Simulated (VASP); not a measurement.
# CaF2 (Fm-3m) in VASP: further runs

The runs below take CaF2 through single point, with PBE.

Everything below comes from runs of VASP 6.6.1. Logs are shortened: lines on timing, memory, paths and dates and some standing lists are left out, and cuts for length are marked.

**1. The cell of the first run**

The structure is cubic, space group Fm-3m (No. 225). Conventional cell: a = 5.534 Å, b = 5.534 Å, c = 5.534 Å, α = 90.00°, β = 90.00°, γ = 90.00°. Within 3.2 Å of Ca (site symmetry m-3m) lie 8 F at 2.40 Å. F (site symmetry -43m) has 4 Ca at 2.40 Å and 6 F at 2.77 Å within 3.2 Å.

**2. Single point, PBE**

INCAR

```
PREC = Accurate
ENCUT = 600
EDIFF = 1E-6
ISMEAR = 0
SIGMA = 0.01
LREAL = F
LASPH = T
NELM = 120
ALGO = Normal
ISIF = 2
LWAVE = F
LCHARG = F
GGA = PE
NBANDS = 19
GGA_COMPAT = F
```

KPOINTS

```
regular mesh
0
Gamma
  6 6 6
```

POSCAR

```
CaF2
1.0
    0.0000000000      2.7669383318      2.7669383318
    2.7669383318      0.0000000000      2.7669383318
    2.7669383318      2.7669383318      0.0000000000
Ca F
1 2
Direct
    0.0000000000      0.0000000000      0.0000000000
    0.2500000000      0.2500000000      0.2500000000
    0.7500000000      0.7500000000      0.7500000000
```

Potentials or basis: VASP PAW PBE potentials, release 64 (Ca_sv, F).

Run with:

```console
> cat potpaw_PBE.64/Ca_sv/POTCAR potpaw_PBE.64/F/POTCAR > POTCAR
> mpirun -np 1 vasp_std > vasp.out
```

OUTCAR:

```text
PREC = Accurate
   ENCUT = 600
   EDIFF = 1E-6
   ISMEAR = 0
   LREAL = F
   LASPH = T
   NELM = 120
   ISIF = 2
   GGA = PE

 ion  position               nearest neighbor table
   1  0.000  0.000  0.000-   3 2.40   3 2.40   2 2.40   2 2.40   3 2.40   2 2.40   3 2.40   2 2.40

   2  0.250  0.250  0.250-   1 2.40   1 2.40   1 2.40   1 2.40
   3  0.750  0.750  0.750-   1 2.40   1 2.40   1 2.40   1 2.40

  LATTYP: Found a face centered cubic cell.
 ALAT       =     5.5338766636

  Lattice vectors:

 A1 = (   0.0000000000,   2.7669383318,   2.7669383318)
 A2 = (   2.7669383318,   0.0000000000,   2.7669383318)
 A3 = (   2.7669383318,   2.7669383318,   0.0000000000)

Analysis of symmetry for initial positions (statically):
=====================================================================
 Subroutine PRICEL returns:
 Original cell was already a primitive cell.

 Routine SETGRP: Setting up the symmetry group for a
 face centered cubic supercell.

 Subroutine GETGRP returns: Found 48 space group operations
 (whereof 48 operations were pure point group operations)
 out of a pool of 48 trial point group operations.

The static configuration has the point symmetry O_h .

Analysis of symmetry for dynamics (positions and initial velocities):
=====================================================================
 Subroutine PRICEL returns:
 Original cell was already a primitive cell.

 Routine SETGRP: Setting up the symmetry group for a
 face centered cubic supercell.

 Subroutine GETGRP returns: Found 48 space group operations
 (whereof 48 operations were pure point group operations)
 out of a pool of 48 trial point group operations.

The dynamic configuration has the point symmetry O_h .

 Subroutine INISYM returns: Found 48 space group operations
 (whereof 48 operations are pure point group operations),
 and found     1 'primitive' translations

----------------------------------------------------------------------------------------

                                     Primitive cell

  volume of cell :      42.3671

  direct lattice vectors                    reciprocal lattice vectors
[... 72 lines left out ...]
   ISTART =      0    job   : 0-new  1-cont  2-samecut
   ICHARG =      2    charge: 1-file 2-atom 10-const
   ISPIN  =      1    spin polarized calculation?
   LNONCOLLINEAR =      F non collinear calculations
   LSORBIT =      F    spin-orbit coupling
   LASPH  =      T    aspherical Exc in radial PAW
   ENCUT  =  600.0 eV  44.10 Ry    6.64 a.u.   7.82  7.82  7.82*2*pi/ulx,y,z
   NELM   =    120;   NELMIN=  2; NELMDL= -5     # of ELM steps
   EDIFF  = 0.1E-05   stopping-criterion for ELM
   LREAL  =      F    real-space projection
   EDIFFG = 0.1E-04   stopping-criterion for IOM
   NSW    =      0    number of steps for IOM
   IBRION =     -1    ionic relax: 0-MD 1-quasi-New 2-CG
   NFREE  =      0    steps in history (QN), initial steepest desc. (CG)
   ISIF   =      2    stress and relaxation
   ISYM   =      2    0-nonsym 1-usesym 2-fastsym
   POTIM  = 0.5000    time-step for ionic-motion
   TEBEG  =    0.0;   TEEND  =   0.0 temperature during run
   PSTRESS=    0.0 pullay stress
   NELECT =      24.0000    total number of electrons
   NUPDOWN=      -1.0000    fix difference up-down
   EMIN   =  10.00;   EMAX   =-10.00  energy-range for DOS
   EFERMI =   0.00;   METHOD = LEGACY
   ISMEAR =     0;   SIGMA  =   0.01  broadening in eV -4-tet -1-fermi 0-gaus
   EFERMI_NEDOS =   21; number of points for ismear=-14 and -15
   IALGO  =     38    algorithm
   IMIX   =      4    mixing-type and parameters
     AMIX     =   0.40;   BMIX     =  1.00
     AMIX_MAG =   1.60;   BMIX_MAG =  1.00
  volume/ion in A,a.u.               =      14.12        95.30
  Fermi-wavevector in a.u.,A,eV,Ry     =   1.354573  2.559772 24.964897  1.834868
  Thomas-Fermi vector in A             =   2.481733
   LORBIT       =      0    0 simple, 1 ext, 2 COOP (PROOUT), +10 PAW based schemes
   GGA     = PE    functional components
   LHFCALC =     F    Hartree Fock is set to
   AEXX    =    0.0000 exact exchange contribution
   IVDW    =     0    specifies the selected vdW correction
   LEPSILON=     F    determine dielectric tensor
   LRPA    =     F    only Hartree local field effects (RPA)
 non-spin polarized calculation
 Gauss-broadening in eV      SIGMA  =   0.01
  energy-cutoff  :      600.00
  volume of cell :       42.37
 maximum number of plane-waves:      1428
   NGX = 15   NGY = 15   NGZ = 15

 number of electron      24.0000010 magnetization

 Free energy of the ion-electron system (eV)
  ---------------------------------------------------
  ext. energy  EPLUGINS =         0.00000000
  ---------------------------------------------------
  free energy    TOTEN  =       -17.34484334 eV

  energy without entropy =      -17.34484334  energy(sigma->0) =      -17.34484334

 E-fermi :  -1.0431     XC(G=0):  -9.4383

 val. band max:       -1.1763157048   @ k =   0.5000   0.5000   0.0000
 cond. band min:       5.8750529518   @ k =   0.0000   0.0000   0.0000
 fundamental gap:      7.0513686566
 Fermi energy:        -1.0430751818

 k-point     1 :       0.0000    0.0000    0.0000
  band No.  band energies     occupation
      1     -37.3913      2.00000
      2     -21.0161      2.00000
      3     -20.3034      2.00000
      4     -18.3299      2.00000
      5     -18.3299      2.00000
      6     -18.3299      2.00000
[... 329 lines left out ...]
      6     -17.8571      2.00000
[... 11 lines left out ...]
     18      12.9873      0.00000
     19      13.0382      0.00000

------------------------ aborting loop because EDIFF is reached ----------------------------------------

  FORCE on cell =-STRESS in cart. coord.  units (eV):
  Direction    XX          YY          ZZ          XY          YZ          ZX
  --------------------------------------------------------------------------------------
  -------------------------------------------------------------------------------------
  Total       -0.2040507     -0.2040507     -0.2040507     -0.0000000     -0.0000000      0.0000000
  in kB       -7.7164990     -7.7164990     -7.7164990     -0.0000000     -0.0000000      0.0000000
  external PRESSURE =      -7.7164990 kB  Pullay stress =       0.0000000 kB

 VOLUME and BASIS-vectors are now :
 -----------------------------------------------------------------------------
  energy-cutoff  :      600.00
  volume of cell :       42.37
      direct lattice vectors                 reciprocal lattice vectors
     0.000000000  2.766938332  2.766938332    -0.180705148  0.180705148  0.180705148
     2.766938332  0.000000000  2.766938332     0.180705148 -0.180705148  0.180705148
     2.766938332  2.766938332  0.000000000     0.180705148  0.180705148 -0.180705148

 POSITION                                       TOTAL-FORCE (eV/Angst)
 -----------------------------------------------------------------------------------
      0.00000      0.00000      0.00000         0.000000     -0.000000     -0.000000
      1.38347      1.38347      1.38347         0.000000      0.000000      0.000000
      4.15041      4.15041      4.15041        -0.000000     -0.000000     -0.000000
 -----------------------------------------------------------------------------------
    total drift:                                0.000000     -0.000000      0.000000

  FREE ENERGIE OF THE ION-ELECTRON SYSTEM (eV)
  ---------------------------------------------------
  free  energy   TOTEN  =       -17.3448433436 eV

  energy  without entropy=      -17.3448433436  energy(sigma->0) =      -17.34484334
```

stdout:

```text
POSCAR found type information on POSCAR CaF
 POSCAR found :  2 types and       3 ions
 scaLAPACK will be used
 LDA part: xc-table for (Slater+PW92), standard interpolation
 POSCAR, INCAR and KPOINTS ok, starting setup
 FFT: planning ... GRIDC
 FFT: planning ... GRID_SOFT
 FFT: planning ... GRID
 WAVECAR not read
 entering main loop
```

Run time: 18 s. Hardware: 1 thread of Intel Xeon 8259CL, shared host; peak memory 0.18 GiB.

Results:

```
Free energy            : -17.3448 eV
Pressure               : -0.8 GPa
Band gap on the k mesh : 7.05 eV (least direct gap 7.30 eV)
```

A k mesh can miss the band edges. A hybrid or GW would open this gap; PBE tends to underestimate it.

**3. Single point, PBE**

This run uses another cell than the first one, of 14.53 Å³/atom.

INCAR

```
ALGO = Normal
EDIFF = 1E-6
ENCUT = 600
GGA = PE
GGA_COMPAT = F
ISIF = 2
ISMEAR = 0
LASPH = T
LCHARG = F
LREAL = F
LWAVE = F
NBANDS = 19
NELM = 120
PREC = Accurate
SIGMA = 0.01
```

KPOINTS

```
k-points
0
Gamma
  6 6 6
```

POSCAR

```
CaF2
1.0
    0.0000000000      2.7932917116      2.7932917116
    2.7932917116      0.0000000000      2.7932917116
    2.7932917116      2.7932917116      0.0000000000
Ca F
1 2
Direct
    0.0000000000      0.0000000000      0.0000000000
    0.2500000000      0.2500000000      0.2500000000
    0.7500000000      0.7500000000      0.7500000000
```

Potentials or basis: VASP PAW PBE potentials, release 64 (Ca_sv, F).

Run with:

```console
> cat potpaw_PBE.64/Ca_sv/POTCAR potpaw_PBE.64/F/POTCAR > POTCAR
> mpirun -np 1 vasp_std > vasp.out
```

Wall time 20 s (1 thread of Intel Xeon 8259CL, shared host); peak memory 0.18 GiB.

It converged, with:

| Property | Result |
| --- | --- |
| Free energy | -17.3335 eV |
| Pressure | -2.8 GPa |
| Band gap on the k mesh | 6.89 eV (least direct gap 7.13 eV) |

Levels at points of the mesh, in eV from the valence-band top:
| k point | band 8 | band 9 | band 10 | band 11 | band 12 | band 13 | band 14 | band 15 | band 16 | band 17 |
| --- | --- | --- | --- | --- | --- | --- | --- | --- | --- | --- |
| (0.00, 0.00, 0.00) | -1.91 | -1.91 | -0.24 | -0.24 | -0.24 | 6.89 | 8.90 | 8.90 | 10.70 | 10.70 |
| (0.50, 0.00, 0.00) | -1.36 | -1.21 | -1.15 | -0.79 | -0.79 | 9.08 | 9.08 | 9.31 | 10.39 | 10.48 |
| (0.50, 0.50, 0.00) | -1.55 | -1.55 | -0.33 | -0.33 | 0.00 | 7.92 | 9.13 | 9.71 | 10.41 | 10.41 |
